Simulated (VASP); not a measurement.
Wanted: the native input for a VASP 6.6.1 run.

```yaml
Task: single point
Functional: LDA
Potentials_or_basis: VASP PAW LDA potentials, release 64 (Si, O)
Cutoff: 520 eV
k_mesh: 6 × 6 × 4
Occupations: gaussian, width 0.02 eV
Spin: no spin polarisation
Dipole_correction: no
Further_INCAR_settings: ALGO = Normal; EDIFF = 1e-06; NBANDS = 44
```

The structure of SiO2 lies in POSCAR:

```
SiO2
1.0
    5.0028200561      0.0000000000      0.0000000000
    0.0000000000      5.0028200561      0.0000000000
    0.0000000000      0.0000000000      7.2499099554
Si O
4 8
Direct
    0.0000000000      0.0000000000      0.0000000000
    0.0000000000      0.5000000000      0.2500000000
    0.5000000000      0.5000000000      0.5000000000
    0.5000000000      0.0000000000      0.7500000000
    0.0888544868      0.2500000000      0.1250000000
    0.2500000000      0.5888544868      0.3750000000
    0.7500000000      0.4111455132      0.3750000000
    0.9111455132      0.7500000000      0.1250000000
    0.5888544868      0.7500000000      0.6250000000
    0.7500000000      0.0888544868      0.8750000000
    0.2500000000      0.9111455132      0.8750000000
    0.4111455132      0.2500000000      0.6250000000
```

This cell differs from its parent crystal: biaxial strain in the a-b plane: +1.5 %, then relaxed in part.

One way to write it, as run:

INCAR

```
SYSTEM = SiO2
PREC = Accurate
ENCUT = 520
EDIFF = 1E-6
ISMEAR = 0
SIGMA = 0.02
LREAL = .FALSE.
LASPH = .TRUE.
NELM = 80
ALGO = Normal
ISIF = 2
LWAVE = .FALSE.
LCHARG = .TRUE.
LELF = .TRUE.
LVHAR = .TRUE.
NBANDS = 44
```

KPOINTS

```
regular mesh
0
G
  6 6 4
  0 0 0
```

Potentials or basis: VASP PAW LDA potentials, release 64 (Si, O).

Launch:

```console
$ cat potpaw_LDA.64/Si/POTCAR potpaw_LDA.64/O/POTCAR > POTCAR
$ mpirun -np 1 vasp_std > vasp.out
```

Results of the run:

```
Pressure               : 0.2 GPa
Largest force          : 0.023 eV/Å
Band gap on the k mesh : 5.68 eV
```

Caveat: the cell differs from its parent crystal (biaxial strain in the a-b plane: +1.5 %, then relaxed in part).

Run time: 3.6 min on 1 thread of Intel(R) Xeon(R) Platinum 8488C (Sapphire Rapids), on a shared host, peak memory 0.32 GiB.
